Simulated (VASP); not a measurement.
# Sn (P6/mmm) in VASP: a series of runs

The runs below take Sn through single point, with r2SCAN.

All numbers are computed with VASP 6.6.1; they aren't measurements. Logs are shortened: lines on timing, memory, paths and dates and some standing lists are left out, and cuts for length are marked.

## Step 1: The cell of the first run

It takes space group P6/mmm (No. 191, hexagonal). The conventional cell has a = 5.440 Å, b = 5.440 Å, c = 3.301 Å, α = 90.00°, β = 90.00°, γ = 120.00°. Sn (site symmetry 6/mmm) has 14 Sn at 3.30 to 3.55 Å within 4.3 Å. Sn (site symmetry -6m2) has 11 Sn at 3.14 to 3.55 Å within 4.1 Å.

This isn't the form of Sn at room conditions, which is tetragonal (white tin).

## Step 2: Single point, r2SCAN (28.20 Å³/atom)

The input, POSCAR:

```
Sn
1.0
    5.4398238807      0.0000000000      0.0000000000
   -2.7199119404      4.7110256728      0.0000000000
    0.0000000000      0.0000000000      3.3014293592
Sn
3
Direct
    1.0000000000      1.0000000000      0.0000000000
    0.3333333333      0.6666666667      0.5000000000
    0.6666666667      0.3333333333      0.5000000000
```

The input, INCAR.step1:

```
ALGO = Normal ; EDIFF = 1E-4
ENCUT = 520 ; GGA = PE
ISMEAR = -1 ; LASPH = T
LCHARG = F ; LREAL = F
LWAVE = T ; NBANDS = 28
NELM = 100 ; PREC = Accurate
SIGMA = 0.1
```

The input, INCAR.step2:

```
ALGO = Normal ; EDIFF = 1E-7
ENCUT = 520 ; ISIF = 2
ISMEAR = -1 ; ISTART = 1
LASPH = T ; LCHARG = F
LMIXTAU = T ; LREAL = F
LWAVE = F ; METAGGA = R2SCAN
NBANDS = 28 ; NELM = 100
PREC = Accurate ; SIGMA = 0.1
```

The input, KPOINTS:

```
k-points
0
Gamma
  8 8 11
```

Potentials or basis: VASP PAW PBE potentials, release 64 (Sn_d).

On the command line:

```bash
$ cat potpaw_PBE.64/Sn_d/POTCAR > POTCAR
$ cp INCAR.step1 INCAR
$ mpirun -np 1 vasp_std > vasp.out
$ cp INCAR.step2 INCAR
$ mpirun -np 1 vasp_std > vasp.out
```

OUTCAR:

```text
EDIFF = 1E-7
   ENCUT = 520
   ISIF = 2
   ISMEAR = -1
   ISTART = 1
   LASPH = T
   LREAL = F
   METAGGA = R2SCAN
   NELM = 100
   PREC = Accurate

 ion  position               nearest neighbor table
   1  0.000  0.000  0.000-   2 3.55   3 3.55   2 3.55   3 3.55   3 3.55   3 3.55   2 3.55   2 3.55
                             3 3.55   3 3.55   2 3.55   2 3.55
   2  0.333  0.667  0.500-   3 3.14   3 3.14   3 3.14   1 3.55   1 3.55   1 3.55   1 3.55   1 3.55
                             1 3.55
   3  0.667  0.333  0.500-   2 3.14   2 3.14   2 3.14   1 3.55   1 3.55   1 3.55   1 3.55   1 3.55
                             1 3.55

  LATTYP: Found a hexagonal cell.
 ALAT       =     5.4398238807
 C/A-ratio  =     0.6069000452

  Lattice vectors:

 A1 = (   5.4398238807,   0.0000000000,   0.0000000000)
 A2 = (  -2.7199119404,   4.7110256728,   0.0000000000)
 A3 = (   0.0000000000,   0.0000000000,   3.3014293592)

Analysis of symmetry for initial positions (statically):
=====================================================================
 Subroutine PRICEL returns:
 Original cell was already a primitive cell.

 Routine SETGRP: Setting up the symmetry group for a
 hexagonal supercell.

 Subroutine GETGRP returns: Found 24 space group operations
 (whereof 24 operations were pure point group operations)
 out of a pool of 24 trial point group operations.

The static configuration has the point symmetry D_6h.

Analysis of symmetry for dynamics (positions and initial velocities):
=====================================================================
 Subroutine PRICEL returns:
 Original cell was already a primitive cell.

 Routine SETGRP: Setting up the symmetry group for a
 hexagonal supercell.

 Subroutine GETGRP returns: Found 24 space group operations
 (whereof 24 operations were pure point group operations)
 out of a pool of 24 trial point group operations.

The dynamic configuration has the point symmetry D_6h.

 Subroutine INISYM returns: Found 24 space group operations
 (whereof 24 operations are pure point group operations),
 and found     1 'primitive' translations

----------------------------------------------------------------------------------------

                                     Primitive cell

  volume of cell :      84.6062

  direct lattice vectors                    reciprocal lattice vectors
     5.439823881  0.000000000  0.000000000     0.183829481  0.106134000  0.000000000
    -2.719911940  4.711025673  0.000000000     0.000000000  0.212268001  0.000000000
     0.000000000  0.000000000  3.301429359     0.000000000  0.000000000  0.302899106

  length of vectors
     5.439823881  5.439823881  3.301429359     0.212268001  0.212268001  0.302899106

  position of ions in fractional coordinates (direct lattice)
     0.000000000  0.000000000  0.000000000
     0.333333333  0.666666667  0.500000000
     0.666666667  0.333333333  0.500000000

  ion indices of the primitive-cell ions
   primitive index   ion index
                 1           1
                 2           2
                 3           3

----------------------------------------------------------------------------------------

 KPOINTS: k-points

Automatic generation of k-mesh.
 Grid dimensions read from file:
 generate k-points for:    8    8   11

 Generating k-lattice:

  Cartesian coordinates                     Fractional coordinates (reciprocal lattice)
     0.022978685  0.013266750  0.000000000     0.125000000  0.000000000  0.000000000
     0.000000000  0.026533500  0.000000000     0.000000000  0.125000000  0.000000000
     0.000000000  0.000000000  0.027536282     0.000000000  0.000000000  0.090909091

  Length of vectors
     0.026533500  0.026533500  0.027536282

  Shift w.r.t. Gamma in fractional coordinates (k-lattice)
     0.000000000  0.000000000  0.000000000

 Subroutine IBZKPT returns following result:
 ===========================================

 Found     60 irreducible k-points:

 Following reciprocal coordinates:
            Coordinates               Weight
  0.000000  0.000000  0.000000      1.000000
  0.125000  0.000000  0.000000      6.000000
  0.250000  0.000000  0.000000      6.000000
  0.375000  0.000000  0.000000      6.000000
  0.500000  0.000000  0.000000      3.000000
  0.125000  0.125000  0.000000      6.000000
[... 16 lines left out ...]
  0.250000  0.000000  0.181818     12.000000
  0.375000  0.000000  0.181818     12.000000
 [... further k-points ...]
   k-points           NKPTS =     60   k-points in BZ     NKDIM =     60   number of bands    NBANDS=     28
   number of dos      NEDOS =    301   number of ions     NIONS =      3
   total plane-waves  NPLWV =  44800
   dimension x,y,z NGX =    40 NGY =   40 NGZ =   28
   dimension x,y,z NGXF=    80 NGYF=   80 NGZF=   56
   ions per type =               3
   NGX,Y,Z   is equivalent  to a cutoff of  12.22, 12.22, 14.10 a.u.
   NGXF,Y,Z  is equivalent  to a cutoff of  24.45, 24.45, 28.20 a.u.
 SYSTEM =  unknown system
   PREC   = accura    normal or accurate (medium, high low for compatibility)
   ISTART =      1    job   : 0-new  1-cont  2-samecut
   ICHARG =      0    charge: 1-file 2-atom 10-const
   ISPIN  =      1    spin polarized calculation?
   LNONCOLLINEAR =      F non collinear calculations
   LSORBIT =      F    spin-orbit coupling
   LASPH  =      T    aspherical Exc in radial PAW
   ENCUT  =  520.0 eV  38.22 Ry    6.18 a.u.  10.11 10.11  6.14*2*pi/ulx,y,z
   NELM   =    100;   NELMIN=  2; NELMDL=  0     # of ELM steps
   EDIFF  = 0.1E-06   stopping-criterion for ELM
   LREAL  =      F    real-space projection
   EDIFFG = 0.1E-05   stopping-criterion for IOM
   NSW    =      0    number of steps for IOM
   IBRION =     -1    ionic relax: 0-MD 1-quasi-New 2-CG
   NFREE  =      0    steps in history (QN), initial steepest desc. (CG)
   ISIF   =      2    stress and relaxation
   ISYM   =      2    0-nonsym 1-usesym 2-fastsym
   POTIM  = 0.5000    time-step for ionic-motion
   TEBEG  =    0.0;   TEEND  =   0.0 temperature during run
   PSTRESS=    0.0 pullay stress
   NELECT =      42.0000    total number of electrons
   NUPDOWN=      -1.0000    fix difference up-down
   EMIN   =  10.00;   EMAX   =-10.00  energy-range for DOS
   EFERMI =   0.00;   METHOD = LEGACY
   ISMEAR =    -1;   SIGMA  =   0.10  broadening in eV -4-tet -1-fermi 0-gaus
   EFERMI_NEDOS =   21; number of points for ismear=-14 and -15
   IALGO  =     38    algorithm
   IMIX   =      4    mixing-type and parameters
     AMIX     =   0.40;   BMIX     =  1.00
     AMIX_MAG =   1.60;   BMIX_MAG =  1.00
  volume/ion in A,a.u.               =      28.20       190.32
  Fermi-wavevector in a.u.,A,eV,Ry     =   1.296255  2.449567 22.861561  1.680277
  Thomas-Fermi vector in A             =   2.427723
   LORBIT       =      0    0 simple, 1 ext, 2 COOP (PROOUT), +10 PAW based schemes
   METAGGA = R2SCAN    functional components
   LHFCALC =     F    Hartree Fock is set to
   AEXX    =    0.0000 exact exchange contribution
   IVDW    =     0    specifies the selected vdW correction
   LEPSILON=     F    determine dielectric tensor
   LRPA    =     F    only Hartree local field effects (RPA)
 non-spin polarized calculation
  energy-cutoff  :      520.00
  volume of cell :       84.61
 maximum number of plane-waves:      2300
   NGX = 21   NGY = 21   NGZ = 13

 number of electron      42.0000002 magnetization

 Free energy of the ion-electron system (eV)
  ---------------------------------------------------
  ext. energy  EPLUGINS =         0.00000000
  ---------------------------------------------------
  free energy    TOTEN  =       -73.50545491 eV

  energy without entropy =      -73.44539437  energy(sigma->0) =      -73.47542464

 E-fermi :   7.5721     XC(G=0): -11.0530

 val. band max:        7.5690433515   @ k =   0.1250   0.1250   0.0000
 cond. band min:       7.5725068640   @ k =   0.1250   0.0000   0.2727
 fundamental gap:      0.0034635124
 Fermi energy:         7.5721185917

 k-point     1 :       0.0000    0.0000    0.0000
  band No.  band energies     occupation
      1     -14.8154      2.00000
      2     -14.7346      2.00000
      3     -14.7345      2.00000
      4     -14.6870      2.00000
      5     -14.6870      2.00000
      6     -14.6381      2.00000
[... 20 lines left out ...]
     27      15.7553      0.00000
     28      15.9015      0.00000

 k-point     2 :       0.1250    0.0000    0.0000
  band No.  band energies     occupation
      1     -14.8148      2.00000
      2     -14.7354      2.00000
      3     -14.7350      2.00000
      4     -14.6876      2.00000
      5     -14.6868      2.00000
      6     -14.6372      2.00000
[... 20 lines left out ...]
     27      15.4705      0.00000
     28      15.6447      0.00000

 k-point     3 :       0.2500    0.0000    0.0000
  band No.  band energies     occupation
      1     -14.8134      2.00000
      2     -14.7376      2.00000
      3     -14.7372      2.00000
      4     -14.6890      2.00000
      5     -14.6859      2.00000
      6     -14.6338      2.00000
[... 20 lines left out ...]
     27      14.8728      0.00000
     28      15.2347      0.00000

 k-point     4 :       0.3750    0.0000    0.0000
  band No.  band energies     occupation
      1     -14.8121      2.00000
      2     -14.7420      2.00000
      3     -14.7390      2.00000
      4     -14.6903      2.00000
      5     -14.6844      2.00000
      6     -14.6271      2.00000
[... 578 lines left out ...]
     27      14.2400      0.00000
     28      16.5574      0.00000

 k-point    23 :       0.2500    0.0000    0.1818
  band No.  band energies     occupation
      1     -14.7586      2.00000
      2     -14.7383      2.00000
      3     -14.7375      2.00000
      4     -14.7115      2.00000
      5     -14.7099      2.00000
      6     -14.5832      2.00000
[... 20 lines left out ...]
     27      13.3684      0.00000
     28      16.0772      0.00000

 k-point    24 :       0.3750    0.0000    0.1818
  band No.  band energies     occupation
      1     -14.7580      2.00000
      2     -14.7384      2.00000
      3     -14.7381      2.00000
      4     -14.7128      2.00000
      5     -14.7072      2.00000
      6     -14.5874      2.00000
[... 20 lines left out ...]
     27      12.2794      0.00000
     28      15.1504      0.00000

 [... further k-points ...]

------------------------ aborting loop because EDIFF is reached ----------------------------------------

  FORCE on cell =-STRESS in cart. coord.  units (eV):
  Direction    XX          YY          ZZ          XY          YZ          ZX
  --------------------------------------------------------------------------------------
  -------------------------------------------------------------------------------------
  Total       -0.2893778     -0.2893778     -1.7423654      0.0000000     -0.0000000     -0.0000000
  in kB       -5.4799108     -5.4799108    -32.9949525      0.0000000     -0.0000000     -0.0000000
  external PRESSURE =     -14.6515914 kB  Pullay stress =       0.0000000 kB

 VOLUME and BASIS-vectors are now :
 -----------------------------------------------------------------------------
  energy-cutoff  :      520.00
  volume of cell :       84.61
      direct lattice vectors                 reciprocal lattice vectors
     5.439823881  0.000000000  0.000000000     0.183829481  0.106134000  0.000000000
    -2.719911940  4.711025673  0.000000000     0.000000000  0.212268001  0.000000000
     0.000000000  0.000000000  3.301429359     0.000000000  0.000000000  0.302899106

 POSITION                                       TOTAL-FORCE (eV/Angst)
 -----------------------------------------------------------------------------------
      0.00000      0.00000      0.00000         0.000000      0.000000      0.000000
     -0.00000      3.14068      1.65071        -0.000000      0.000000      0.000000
      2.71991      1.57034      1.65071         0.000000     -0.000000     -0.000000
 -----------------------------------------------------------------------------------
    total drift:                               -0.000000      0.000000      0.000000

  FREE ENERGIE OF THE ION-ELECTRON SYSTEM (eV)
  ---------------------------------------------------
  free  energy   TOTEN  =       -73.5054549059 eV

  energy  without entropy=      -73.4453943742  energy(sigma->0) =      -73.47542464
```

Wall time 8 min (1 thread of Intel Xeon Platinum 8259CL at 2.50GHz (Skylake/Cascade Lake), shared host); peak memory 0.27 GiB.

Results:

* Free energy: -73.5055 eV
* Pressure: -1.5 GPa
* Band gap on the k mesh: zero (bands 21 and 22 overlap by 4.03 eV)

Caveat: the PAW data sets were made with another functional, which shifts forces and pressure a little; spin-orbit coupling is left out, which moves the levels of the heavy elements.

## Step 3: Single point, r2SCAN (29.29 Å³/atom)

This run uses another cell than the first one, of 29.29 Å³/atom.

The input, POSCAR:

```
Sn
1.0
    5.5086897215      0.0000000000      0.0000000000
   -2.7543448608      4.7706652404      0.0000000000
    0.0000000000      0.0000000000      3.3432240412
Sn
3
Direct
    1.0000000000      1.0000000000      0.0000000000
    0.3333333333      0.6666666667      0.5000000000
    0.6666666667      0.3333333333      0.5000000000
```

The input, INCAR.step1:

```
SYSTEM = Sn
PREC = Accurate ; ENCUT = 520
ISMEAR = -1 ; SIGMA = 0.1
LREAL = .False. ; LASPH = .True.
NELM = 100 ; NBANDS = 28
GGA = PE ; ALGO = Normal
EDIFF = 1E-4 ; LWAVE = .True.
LCHARG = .False.
```

The input, INCAR.step2:

```
SYSTEM = Sn
PREC = Accurate ; ENCUT = 520
EDIFF = 1E-7 ; ISMEAR = -1
SIGMA = 0.1 ; LREAL = .False.
LASPH = .True. ; NELM = 100
ALGO = Normal ; ISIF = 2
LWAVE = .False. ; LCHARG = .False.
METAGGA = R2SCAN ; LMIXTAU = .True.
NBANDS = 28 ; ISTART = 1
```

The input, KPOINTS:

```
regular mesh
0
Gamma
  8 8 11
  0 0 0
```

Potentials or basis: VASP PAW PBE potentials, release 64 (Sn_d).

On the command line:

```bash
$ cat potpaw_PBE.64/Sn_d/POTCAR > POTCAR
$ cp INCAR.step1 INCAR
$ mpirun -np 1 vasp_std > vasp.out
$ cp INCAR.step2 INCAR
$ mpirun -np 1 vasp_std > vasp.out
```

Wall time 9.1 min (1 thread of Intel Xeon Platinum 8259CL at 2.50GHz (Skylake/Cascade Lake), shared host); peak memory 0.29 GiB.

It converged, with:

- Free energy: -73.4616 eV
- Pressure: -3.0 GPa
- Band gap on the k mesh: zero (bands 21 and 22 overlap by 3.81 eV)

Stress tensor (GPa, compression positive):
```
-2.18  0.00  0.00
 0.00 -2.18  0.00
 0.00  0.00 -4.53
```

Levels at points of the mesh, in eV from the Fermi level:
```csv
k point,band 17,band 18,band 19,band 20,band 21,band 22,band 23,band 24,band 25,band 26
"(0.00, 0.00, 0.00)",-5.82,-5.44,-2.46,-2.46,-2.33,-2.33,3.07,6.80,7.77,7.77
"(0.50, 0.00, 0.00)",-9.31,-6.61,-4.33,1.05,1.20,2.71,3.10,4.07,4.87,4.97
```

Caveat: the PAW data sets were made with another functional, which shifts forces and pressure a little; spin-orbit coupling is left out, which moves the levels of the heavy elements.

## Step 4: Single point, r2SCAN (30.37 Å³/atom)

This run uses another cell than the first one, of 30.37 Å³/atom.

The input, POSCAR:

```
Sn
1.0
    5.5758754860      0.0000000000      0.0000000000
   -2.7879377430      4.8288498192      0.0000000000
    0.0000000000      0.0000000000      3.3839990846
Sn
3
Direct
    1.0000000000      1.0000000000      0.0000000000
    0.3333333333      0.6666666667      0.5000000000
    0.6666666667      0.3333333333      0.5000000000
```

The input, INCAR.step1:

```
PREC = Accurate
ENCUT = 520
ISMEAR = -1
SIGMA = 0.1
LREAL = F
LASPH = T
NELM = 60
NBANDS = 28
GGA = PE
ALGO = Normal
EDIFF = 1E-4
LWAVE = T
LCHARG = F
```

The input, INCAR.step2:

```
PREC = Accurate
ENCUT = 520
EDIFF = 1E-7
ISMEAR = -1
SIGMA = 0.1
LREAL = F
LASPH = T
NELM = 60
ALGO = Normal
ISIF = 2
LWAVE = F
LCHARG = F
METAGGA = R2SCAN
LMIXTAU = T
NBANDS = 28
ISTART = 1
```

The input, KPOINTS:

```
Automatic mesh
0
Gamma
  8 8 11
```

On the command line:

```bash
$ cat potpaw_PBE.64/Sn_d/POTCAR > POTCAR
$ cp INCAR.step1 INCAR
$ mpirun -np 1 vasp_std > vasp.out
$ cp INCAR.step2 INCAR
$ mpirun -np 1 vasp_std > vasp.out
```

Wall time 8.3 min (1 thread of Intel Xeon Platinum 8259CL at 2.50GHz (Skylake/Cascade Lake), shared host); peak memory 0.29 GiB.

Results (log left out):

| Quantity | Value |
| --- | --- |
| Free energy | -73.3903 eV |
| Pressure | -4.2 GPa |
| Band gap on the k mesh | zero (bands 21 and 22 overlap by 3.61 eV) |

Stress tensor (GPa, compression positive):
```
-3.50  0.00  0.00
 0.00 -3.50  0.00
 0.00  0.00 -5.49
```

Levels at points of the mesh, in eV from the Fermi level:
| k point | band 18 | band 19 | band 20 | band 21 | band 22 | band 23 | band 24 | band 25 |
| --- | --- | --- | --- | --- | --- | --- | --- | --- |
| (0.00, 0.00, 0.00) | -5.47 | -2.34 | -2.34 | -2.21 | -2.21 | 2.99 | 6.70 | 7.44 |
| (0.50, 0.00, 0.00) | -6.58 | -4.14 | 0.96 | 1.11 | 2.65 | 3.05 | 3.94 | 4.71 |

Caveat: the cell stands under tension; the PAW data sets were made with another functional, which shifts forces and pressure a little; spin-orbit coupling is left out, which moves the levels of the heavy elements.

(Continued in part 2 of 2.)
